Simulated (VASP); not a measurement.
A run of VASP 6.6.1 is set up as follows.

File INCAR:

```
SYSTEM = Al2O3
ALGO = Normal
EDIFF = 1E-7
ENCUT = 520
GGA = PE
ISIF = 2
ISMEAR = 0
LASPH = .True.
LCHARG = .False.
LREAL = .False.
LWAVE = .False.
NBANDS = 35
NELM = 60
PREC = Accurate
SIGMA = 0.05
```

Contents of KPOINTS:

```
k-points
0
Gamma
  6 6 6
  0 0 0
```

File POSCAR:

```
Al2O3
1.0
    2.5897113169      1.4951705259      3.7692384980
   -2.5897113169      1.4951705259      3.7692384980
    0.0000000000     -2.9903410518      3.7692384980
Al O
4 6
Direct
    0.8445081524      0.8445081524      0.8445081524
    0.6554918476      0.6554918476      0.6554918476
    0.1554918476      0.1554918476      0.1554918476
    0.3445081524      0.3445081524      0.3445081524
    0.0561574040      0.4438425960      0.7500000000
    0.7500000000      0.0561574040      0.4438425960
    0.4438425960      0.7500000000      0.0561574040
    0.9438425960      0.5561574040      0.2500000000
    0.2500000000      0.9438425960      0.5561574040
    0.5561574040      0.2500000000      0.9438425960
```

Potentials or basis: VASP PAW PBE potentials, release 64 (Al, O).

Run with:

```console
$ cat potpaw_PBE.64/Al/POTCAR potpaw_PBE.64/O/POTCAR > POTCAR
$ mpirun -np 1 vasp_std > vasp.out
```

Q: Estimate the pressure.

A: 5.9 GPa.

Q: Estimate the band gap on the k mesh.

A: 3.76 eV.

Stress tensor (GPa, compression positive):
```
-26.08   0.00   0.00
  0.00 -26.08   0.00
  0.00   0.00  69.89
```

Caveat: the stress differs along the axes, from -26 to 70 GPa; forces of over 1 eV/Å act on the atoms, so gaps and moduli don't describe the material at rest.
